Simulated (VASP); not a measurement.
## Cd2TeO: single point with PBE

Cd2TeO:

```
O Cd Te
1.0
     4.24726    0.00000    0.00000
     0.00000    4.24726    0.00000
     0.00000    0.00000    5.68340
O Cd Te
1 2 1
Direct
  0.00000 0.00000 0.00000
  0.00000 0.50000 0.83080
  0.50000 0.00000 0.16920
  0.50000 0.50000 0.50000
```

This cell differs from its parent crystal: volume changed by +3%.

| Quantity | Value |
| --- | --- |
| Program | VASP 6.6.1 |
| Task | single point |
| Functional | PBE |
| Potentials or basis | VASP PAW PBE potentials, release 64 (O, Cd, Te) |
| Cutoff | 520 eV |
| k mesh | 6 × 6 × 4 |
| Occupations | fermi-dirac, width 0.02 eV |
| Spin | no spin polarisation |
| Dipole correction | no |
| Further INCAR settings | ALGO = Normal; EDIFF = 1e-06; NBANDS = 26 |

- Pressure: -1.2 GPa
- Largest force: 0.070 eV/Å
- Band gap on the k mesh: zero (band 18 reaches 1.92 eV, above the bottom of band 19 at 1.78 eV)

Forces in eV/Å, atoms in the order of the input:
```
O    0.000  0.000  0.000
Cd   0.000  0.000 -0.070
Cd   0.000  0.000  0.070
Te   0.000  0.000  0.000
```

Levels at points of the mesh, in eV from the Fermi level:
```tsv
k point	band 15	band 16	band 17	band 18	band 19	band 20	band 21	band 22
(0.00, 0.00, 0.00)	-2.62	-1.12	-0.70	-0.14	-0.14	3.59	3.81	6.86
(0.50, 0.00, 0.00)	-2.20	-2.18	-1.97	-0.12	2.22	2.42	4.20	4.87
(0.50, 0.50, 0.00)	-2.25	-1.86	-1.86	-1.46	1.96	3.16	3.67	3.67
(0.00, 0.00, 0.50)	-2.42	-1.95	-0.29	-0.29	2.16	3.04	4.30	4.89
(0.50, 0.00, 0.50)	-2.20	-1.20	-1.18	-0.01	0.49	3.66	4.62	5.95
(0.50, 0.50, 0.50)	-2.68	-2.34	-2.32	-2.32	3.16	3.16	4.34	5.55
```

It took 37 s on 1 thread of AMD EPYC 9R45 96-Core Processor (Zen 5), on a shared host, peak memory 0.21 GiB.

Caveat: spin-orbit coupling is left out, which moves the levels of the heavy elements.
